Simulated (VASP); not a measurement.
Set up this calculation in VASP 6.6.1, as the native input.

| Property | Result |
| --- | --- |
| Task | relaxation of cell and atoms |
| Functional | PBE |
| Potentials or basis | VASP PAW PBE potentials, release 64 (Pb_d, Se, I) |
| Cutoff | 600 eV |
| k mesh | 4 × 4 × 4 |
| Occupations | gaussian, width 0.1 eV |
| Spin | no spin polarisation |
| Dipole correction | no |
| Further INCAR settings | ALGO = Normal; EDIFF = 1e-06; IBRION = 2; EDIFFG = -0.04; NSW = 90; ISIF = 3 |

The structure of PbSe2I2 lies in POSCAR:

```
PbSe2I2
1.0
    0.0000000000      3.7484226900      5.9290537800
    3.7332491600      0.0000000000      5.9290537800
    3.7332491600      3.7484226900      0.0000000000
Pb Se I
1 2 2
Direct
    0.0000000000      0.0000000000      0.0000000000
    0.6213340500      0.6213340500      0.3786659500
    0.3786659500      0.3786659500      0.6213340500
    0.2500000000      0.2500000000      0.2500000000
    0.7500000000      0.7500000000      0.7500000000
```

These files were run (other wordings do the same):

INCAR

```
ALGO = Normal ; EDIFF = 1E-6
EDIFFG = -0.04 ; ENCUT = 600
GGA = PE ; IBRION = 2
ISIF = 3 ; ISMEAR = 0
LASPH = True ; LCHARG = False
LREAL = False ; LWAVE = False
NELM = 100 ; NSW = 90
PREC = Accurate ; SIGMA = 0.1
```

KPOINTS

```
k-points
0
Gamma
  4 4 4
```

Potentials or basis: VASP PAW PBE potentials, release 64 (Pb_d, Se, I).

The run is started by

```console
$ cat potpaw_PBE.64/Pb_d/POTCAR potpaw_PBE.64/Se/POTCAR potpaw_PBE.64/I/POTCAR > POTCAR
$ mpirun -np 1 vasp_std > vasp.out
```

Results of the run:

| Quantity | Value |
| --- | --- |
| Relaxed volume | 34.83 Å³/atom |
| Relaxed cell | a = 6.213 Å, b = 6.209 Å, c = 6.395 Å, α = 59.05°, β = 58.98°, γ = 61.97° |
| Space group after relaxing (to 0.1 Å) | I4/mmm (No. 139) |
| Pressure after relaxing | 0.0 GPa |
| Largest force after relaxing | 0.019 eV/Å |
| Band gap on the k mesh | zero (bands 20 and 21 overlap by 1.45 eV) |

Caveat: a cell axis changed by over 15 % at a fixed basis, so the end point is rough; spin-orbit coupling is left out, which moves the levels of the heavy elements.

Run time: 31 min on 1 thread of Oxide Virtual Turin-like Processor (shared host), peak memory 0.43 GiB.
